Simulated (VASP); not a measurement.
Set up this calculation in VASP 6.6.1, as the native input.

```
Task                   : single point
Functional             : PBE
Potentials or basis    : VASP PAW PBE potentials, release 64 (Si)
Cutoff                 : 520 eV
k mesh                 : 18 × 18 × 18
Occupations            : fermi-dirac, width 0.1 eV
Spin                   : no spin polarisation
Dipole correction      : no
Further INCAR settings : ALGO = Normal; EDIFF = 1e-06; NBANDS = 11
```

The structure of Si lies in POSCAR:

```
Si
1.0
   -2.1359731918      2.1359731918      1.1444658474
    2.1359731918     -2.1359731918      1.1444658474
    2.1359731918      2.1359731918     -1.1444658474
Si
2
Direct
   -0.3750000000     -0.1250000000     -0.2500000000
    0.3750000000      0.1250000000      0.2500000000
```

One way to write it, as run:

INCAR

```
  PREC = Accurate
  ENCUT = 520
  EDIFF = 1E-6
  ISMEAR = -1
  SIGMA = 0.1
  LREAL = False
  LASPH = True
  NELM = 100
  ALGO = Normal
  ISIF = 2
  LWAVE = False
  LCHARG = False
  GGA = PE
  NBANDS = 11
```

KPOINTS

```
Automatic mesh
0
Gamma
  18 18 18
```

Potentials or basis: VASP PAW PBE potentials, release 64 (Si).

Launch:

```console
$ cat potpaw_PBE.64/Si/POTCAR > POTCAR
$ mpirun -np 1 vasp_std > vasp.out
```

Results of the run:

```
Pressure               : 93.9 GPa
Band gap on the k mesh : zero (bands 4 and 5 overlap by 8.38 eV)
```

Caveat: the cell stands under pressure.

It took 26 s on 1 thread of Intel(R) Xeon(R) 6975P-C (Granite Rapids), with other jobs on the host, peak memory 0.19 GiB.
